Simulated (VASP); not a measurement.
# N: relaxation of cell and atoms with PBE

Crystal: N.

```xyz
4
Lattice="4.0948 0.0000 0.0000 0.0000 4.0948 0.0000 0.0000 0.0000 5.3225" Properties=species:S:1:pos:R:3 pbc="T T T"
N     3.7053    3.7053    0.0000
N     2.4369    1.6579    2.6612
N     0.3895    0.3895    0.0000
N     1.6579    2.4369    2.6612
```

| Property | Result |
| --- | --- |
| Program | VASP 6.6.1 |
| Task | relaxation of cell and atoms |
| Functional | PBE |
| Potentials or basis | VASP PAW PBE potentials, release 64 (N_h) |
| Cutoff | 910 eV |
| k mesh | 6 × 6 × 4 |
| Occupations | gaussian, width 0.02 eV |
| Spin | no spin polarisation |
| Dipole correction | no |
| Further INCAR settings | ALGO = Normal; EDIFF = 1e-07; IBRION = 2; EDIFFG = -0.02; NSW = 70; ISIF = 3 |

| Quantity | Value |
| --- | --- |
| Relaxed volume | 23.71 Å³/atom |
| Relaxed cell | a = 4.173 Å, b = 4.173 Å, c = 5.447 Å, α = 90.00°, β = 90.00°, γ = 90.00° |
| Space group after relaxing (to 0.1 Å) | P4_2/mnm (No. 136) |
| Energy gained by relaxing | 0.9 meV/atom |
| Ionic steps | 6 |
| Pressure after relaxing | -0.1 GPa |
| Band gap on the k mesh | 7.10 eV (least direct gap 7.26 eV) |

Step by step:
| step | energy change (eV) | largest force (eV/Å) | pressure (GPa) | volume (Å³) |
| --- | --- | --- | --- | --- |
| 1 | 0.0000 | 0.0549 | 0.37 | 89.24 |
| 2 | 0.0076 | 1.0969 | -1.18 | 89.92 |
| 3 | -0.0001 | 0.0765 | 0.20 | 89.32 |
| 4 | -0.0011 | 0.0722 | 0.16 | 89.86 |
| 5 | -0.0031 | 0.0539 | 0.07 | 91.50 |
| 6 | -0.0037 | 0.0014 | -0.09 | 94.83 |

Final structure:
```
N
1.0
     4.17259    0.00000    0.00000
     0.00000    4.17259    0.00000
     0.00000    0.00000    5.44656
N
4
Direct
  0.90660 0.90660 0.00000
  0.59340 0.40660 0.50000
  0.09340 0.09340 0.00000
  0.40660 0.59340 0.50000
```

Levels at points of the mesh, in eV from the valence-band top:
| k point | band 6 | band 7 | band 8 | band 9 | band 10 | band 11 | band 12 | band 13 | band 14 |
| --- | --- | --- | --- | --- | --- | --- | --- | --- | --- |
| (0.00, 0.00, 0.00) | -1.39 | -1.39 | -1.30 | -0.87 | -0.16 | 7.10 | 7.91 | 8.24 | 8.24 |
| (0.50, 0.00, 0.00) | -1.57 | -1.56 | -1.56 | -0.20 | -0.20 | 8.04 | 8.04 | 8.05 | 8.05 |
| (0.50, 0.50, 0.00) | -1.69 | -1.52 | -1.52 | -0.03 | -0.03 | 7.84 | 7.84 | 8.74 | 8.74 |
| (0.00, 0.00, 0.50) | -1.72 | -1.40 | -1.40 | -0.39 | -0.39 | 7.48 | 7.48 | 8.23 | 8.23 |
| (0.50, 0.00, 0.50) | -1.69 | -1.39 | -1.39 | -0.24 | -0.24 | 7.70 | 7.70 | 8.33 | 8.33 |
| (0.50, 0.50, 0.50) | -1.73 | -1.55 | -1.55 | 0.00 | 0.00 | 7.86 | 7.86 | 8.74 | 8.74 |

Wall time 4.5 min on 1 thread of Intel(R) Xeon(R) Platinum 8375C CPU @ 2.90GHz (Ice Lake), on a shared host, peak memory 0.3 GiB.

Caveat: the cutoff is under 1.25 times the usual one of these potentials, so pressure, stress and relaxed cells hold a basis-set (Pulay) error; this functional lacks dispersion, which holds the molecules together, so the pressure and a relaxed volume are unreliable. A k mesh can miss the band edges.
